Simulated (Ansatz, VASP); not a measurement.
# One calculation of ZnCu, two programs

```
Zn Cu
1.0
     2.94500    0.00000    0.00000
     0.00000    2.94500    0.00000
     0.00000    0.00000    2.94500
Zn Cu
1 1
Direct
  0.50000 0.50000 0.50000
  0.00000 0.00000 0.00000
```

Alike in both runs: task relaxation of cell and atoms; functional PBEsol; k mesh 11 × 11 × 11; occupations fermi-dirac, width 0.1 eV; no spin polarisation.

|  | VASP | Ansatz |
| --- | --- | --- |
| version | VASP 6.6.1 | Ansatz 0.2.0 |
| potentials or method | VASP PAW PBE potentials, release 64 (Zn, Cu), cutoff 600 eV | PAW plane waves |
| valence electrons in the cell | 23 | 31 |

|  | VASP | Ansatz | Ansatz less VASP |
| --- | --- | --- | --- |
| gap on the k mesh at the Fermi level, each at its own relaxed structure (eV) | none | none | - |
| relaxed volume (Å³/atom) | 12.36 | 12.29 | -0.071 |
| relaxed cell length with the largest relative difference (Å) | 2.913 | 2.907 | -0.0056 |

VASP's potentials were made for PBE, not for PBEsol, and Ansatz warns of the same on its side. A gap of «none» marks a metal or a gap that the smearing closes. VASP's potentials hold 23 valence electrons a cell and Ansatz's 31, so a difference there can come from the potentials and not from the codes.
